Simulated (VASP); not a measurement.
A run of VASP 6.6.1 is set up as follows.

Contents of INCAR:

```
ALGO = Normal ; EDIFF = 1E-7
ENCUT = 520 ; GGA = PE
ISIF = 2 ; ISMEAR = 0
LASPH = True ; LCHARG = False
LREAL = False ; LWAVE = False
NBANDS = 11 ; NELM = 80
PREC = Accurate ; SIGMA = 0.1
```

File KPOINTS:

```
k-points
0
Gamma
  21 21 6
```

The input POSCAR:

```
C
1.0
    2.4663455319      0.0000000000      0.0000000000
   -1.2331727659      2.1359178851      0.0000000000
    0.0000000000      0.0000000000      8.5222964205
C
2
Direct
    0.3333333333      0.6666666667      0.0000000000
    0.6666666667      0.3333333333      0.0000000000
```

Potentials or basis: VASP PAW PBE potentials, release 64 (C).

Run with:

```console
$ cat potpaw_PBE.64/C/POTCAR > POTCAR
$ mpirun -np 1 vasp_std > vasp.out
```

Estimate the band gap on the k mesh.

zero (filled and empty bands touch).
